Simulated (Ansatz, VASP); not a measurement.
**One calculation of Ru, two programs**

```
Ru
1.0
     2.67525    0.00000    0.00000
    -1.33763    2.31684    0.00000
     0.00000    0.00000   24.44880
Ru
5
Direct
  0.00000 0.00000 0.32983
  0.33333 0.66667 0.41301
  0.00000 0.00000 0.50000
  0.33333 0.66667 0.58699
  0.00000 0.00000 0.67017
```

Alike in both runs: task single point; functional LDA; k mesh 14 × 14 × 1; occupations fermi-dirac, width 0.1 eV; no spin polarisation.

|  | VASP | Ansatz |
| --- | --- | --- |
| version | VASP 6.6.1 | Ansatz 0.2.0 |
| potentials or method | VASP PAW LDA potentials, release 64 (Ru_pv) | PAW with Ansatz's default frozen-core files, scalar-relativistic |
| plane-wave cutoff (eV) | 520 | 420 |
| valence electrons in the cell | 70 | 80 |

```csv
,VASP,Ansatz,Ansatz less VASP
rms of the force components (eV/Å),0.026,0.003,-0.0228
```

LDA's correlation is that of Perdew and Zunger in VASP and of Perdew and Wang (1992) in Ansatz. Atom by atom the forces differ by 0.028 eV/Å (rms over components). VASP's potentials hold 70 valence electrons a cell and Ansatz's 80, so a difference there can come from the potentials and not from the codes.
